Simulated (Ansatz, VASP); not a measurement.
## One calculation of Si5P3, two programs

```
Si P
1.0
     4.99724    0.00000    0.00000
     0.00000    4.99724    0.00000
     0.00000    0.00000    4.99724
Si P
5 3
Direct
  0.50000 0.00000 0.00000
  0.00000 0.50000 0.00000
  0.00000 0.00000 0.50000
  0.00000 0.00000 0.00000
  0.50000 0.50000 0.50000
  0.00000 0.50000 0.50000
  0.50000 0.00000 0.50000
  0.50000 0.50000 0.00000
```

Alike in both runs: task single point; functional PBE; k mesh 6 × 6 × 6; occupations gaussian, width 0.1 eV; no spin polarisation.

```csv
,VASP,Ansatz
version,VASP 6.6.1,Ansatz 0.2.0
potentials or method,"VASP PAW PBE potentials, release 64 (Si, P), cutoff 520 eV","scalar-relativistic, plane waves, PAW"
valence electrons in the cell,35,35
```

|  | VASP | Ansatz | Ansatz less VASP |
| --- | --- | --- | --- |
| gap on the k mesh at the Fermi level (eV) | none | none | - |
| pressure (GPa) | -0.1 | 0.0 | +0.09 |

A gap of «none» marks a metal or a gap that the smearing closes. The functional is the same, so the differences come from potentials, cutoffs and numerics.
